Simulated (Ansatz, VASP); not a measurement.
C: VASP beside Ansatz

INCAR

```
SYSTEM = C
ALGO = Normal
EDIFF = 1E-6
ENCUT = 520
GGA = RE
ISIF = 2
ISMEAR = -1
LASPH = .TRUE.
LCHARG = .FALSE.
LREAL = .FALSE.
LWAVE = .FALSE.
NBANDS = 36
NELM = 100
PREC = Accurate
SIGMA = 0.05
```

File KPOINTS:

```
k-points
0
G
  12 12 3
  0 0 0
```

The input POSCAR:

```
C
1.0
    2.5221000000      0.0000000000      0.0000000000
   -1.2610500000      2.1842026709      0.0000000000
    0.0000000000      0.0000000000     12.3557000000
C
12
Direct
    0.6666666667      0.3333333333      0.3541700000
    0.3333333333      0.6666666667      0.8541700000
    0.6666666667      0.3333333333      0.1458300000
    0.3333333333      0.6666666667      0.6458300000
    0.6666666667      0.3333333333      0.4791700000
    0.3333333333      0.6666666667      0.9791700000
    0.6666666667      0.3333333333      0.0208300000
    0.3333333333      0.6666666667      0.5208300000
    0.0000000000      0.0000000000      0.8125000000
    0.0000000000      0.0000000000      0.3125000000
    0.0000000000      0.0000000000      0.6875000000
    0.0000000000      0.0000000000      0.1875000000
```

File input.yaml:

```yaml
crystal:
  lattice:
    - [2.5221, 0.0, 0.0]
    - [-1.26105, 2.1842026709, 0.0]
    - [0.0, 0.0, 12.3557]
  atoms:
    - { symbol: C, position: [0.6666666667, 0.3333333333, 0.35417] }
    - { symbol: C, position: [0.3333333333, 0.6666666667, 0.85417] }
    - { symbol: C, position: [0.6666666667, 0.3333333333, 0.14583] }
    - { symbol: C, position: [0.3333333333, 0.6666666667, 0.64583] }
    - { symbol: C, position: [0.6666666667, 0.3333333333, 0.47917] }
    - { symbol: C, position: [0.3333333333, 0.6666666667, 0.97917] }
    - { symbol: C, position: [0.6666666667, 0.3333333333, 0.02083] }
    - { symbol: C, position: [0.3333333333, 0.6666666667, 0.52083] }
    - { symbol: C, position: [0.0, 0.0, 0.8125] }
    - { symbol: C, position: [0.0, 0.0, 0.3125] }
    - { symbol: C, position: [0.0, 0.0, 0.6875] }
    - { symbol: C, position: [0.0, 0.0, 0.1875] }
hamiltonian:
  xc: revpbe
  pseudopotentials: { kind: paw }
kpoints:
  mp_grid: { grid: [12, 12, 3] }
  band_path:
    path:
      - [[0.0, 0.0, 0.0], [0.5, 0.0, 0.0], [0.3333333333, 0.3333333333, 0.0], [0.0, 0.0, 0.0], [0.0, 0.0, 0.5], [0.5, 0.0, 0.5], [0.3333333333, 0.3333333333, 0.5], [0.0, 0.0, 0.5]]
      - [[0.5, 0.0, 0.5], [0.5, 0.0, 0.0]]
      - [[0.3333333333, 0.3333333333, 0.0], [0.3333333333, 0.3333333333, 0.5]]
    npoints: 10
scf:
  occupations: { method: fermi_dirac, width: 0.05 }
  n_extra_bands: 30
output:
  forces: true
  stress: true
  eigenvalues: true
  fatbands: false
  write_density: true
  write_potential: true
  elf: true
  volumetric_format: npy
```

Alike in both runs: functional revPBE; k mesh 12 × 12 × 3; occupations fermi-dirac, width 0.05 eV; no spin polarisation.

|  | VASP | Ansatz |
| --- | --- | --- |
| version | VASP 6.6.1 | Ansatz 0.2.0 |
| potentials or method | VASP PAW PBE potentials, release 64 (C) | Ansatz PAW |
| plane-wave cutoff (eV) | 520 | 420 |
| valence electrons in the cell | 48 | 48 |
| task | single point | band structure |

Ansatz gave:

- gap on the k mesh at the Fermi level (eV): 4.38
- least direct gap on the mesh (eV): 5.31
- pressure (GPa): 6.7
- traceless stress, the component that is largest in VASP (GPa): 5.43
- rms of the force components (eV/Å): 0.151

**Question.** What did VASP give for the same quantities?

**Answer.** gap on the k mesh at the Fermi level (eV): 4.37; least direct gap on the mesh (eV): 5.30; pressure (GPa): 7.3; traceless stress, the component that is largest in VASP (GPa): 5.43; rms of the force components (eV/Å): 0.151.

VASP's potentials were made for PBE, not for revPBE. Atom by atom the forces differ by 0.000 eV/Å (rms over components).
